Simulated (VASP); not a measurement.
Wanted: the native input for a VASP 6.6.1 run.

```
Task                   : single point
Functional             : PBE
Potentials or basis    : VASP PAW PBE potentials, release 64 (Ga_d, Ru_sv, C, N)
Cutoff                 : 700 eV
k mesh                 : 4 × 4 × 4
Occupations            : gaussian, width 0.1 eV
Spin                   : collinear spin, ferromagnetic start
Starting moments       : [0.0, 1.0, 0.0, 0.0, 0.0, 0.0, 0.0, 0.0, 0.0, 0.0, 0.0, 0.0, 0.0, 0.0] μB
Dipole correction      : no
Further INCAR settings : ALGO = Normal; EDIFF = 1e-06; NBANDS = 58
```

The structure of GaRuC6N6 lies in POSCAR:

```
GaRuC6N6
1.0
    0.0000000000      5.0510000000      5.0510000000
    5.0510000000      0.0000000000      5.0510000000
    5.0510000000      5.0510000000      0.0000000000
Ga Ru C N
1 1 6 6
Direct
    0.0000000000      0.0000000000      0.0000000000
    0.5000000000      0.5000000000      0.5000000000
    0.8123143900      0.1876856100      0.1876856100
    0.1876856100      0.8123143900      0.1876856100
    0.1876856100      0.1876856100      0.8123143900
    0.1876856100      0.8123143900      0.8123143900
    0.8123143900      0.1876856100      0.8123143900
    0.8123143900      0.8123143900      0.1876856100
    0.6964957400      0.3035042600      0.3035042600
    0.3035042600      0.6964957400      0.3035042600
    0.3035042600      0.3035042600      0.6964957400
    0.3035042600      0.6964957400      0.6964957400
    0.6964957400      0.3035042600      0.6964957400
    0.6964957400      0.6964957400      0.3035042600
```

One way to write it, as run:

INCAR

```
SYSTEM = GaRuC6N6
PREC = Accurate ; ENCUT = 700
EDIFF = 1E-6 ; ISMEAR = 0
SIGMA = 0.1 ; LREAL = .FALSE.
LASPH = .TRUE. ; NELM = 200
ALGO = Normal ; ISIF = 2
LWAVE = .FALSE. ; LCHARG = .FALSE.
ISPIN = 2 ; MAGMOM = 0 1 0 0 0 0 0 0 0 0 0 0 0 0
LORBIT = 11 ; LMAXMIX = 4
GGA = PE ; NBANDS = 58
GGA_COMPAT = .FALSE.
```

KPOINTS

```
regular mesh
0
G
  4 4 4
  0 0 0
```

Potentials or basis: VASP PAW PBE potentials, release 64 (Ga_d, Ru_sv, C, N).

Command:

```sh
$ cat potpaw_PBE.64/Ga_d/POTCAR potpaw_PBE.64/Ru_sv/POTCAR potpaw_PBE.64/C/POTCAR potpaw_PBE.64/N/POTCAR > POTCAR
$ mpirun -np 1 vasp_std > vasp.out
```

It gave:

```
Pressure                                              : 10.1 GPa
Largest force                                         : 3.788 eV/Å
Band gap on the k mesh                                : zero (filled and empty bands overlap)
Net moment                                            : 1.00 μB per cell
Site moments                                          : Ga -0.01; Ru +0.68; C +0.02; N +0.00 μB
Valence electrons inside the program's atomic spheres : Ga 12.51; Ru 13.48; C 2.63; N 3.89
```

Caveat: the cell stands under pressure; forces of over 1 eV/Å act on the atoms, so gaps and moduli don't describe the material at rest.

Run time: 7.4 min on 1 thread of Intel(R) Xeon(R) Platinum 8488C (Sapphire Rapids), on a shared host, peak memory 0.96 GiB.
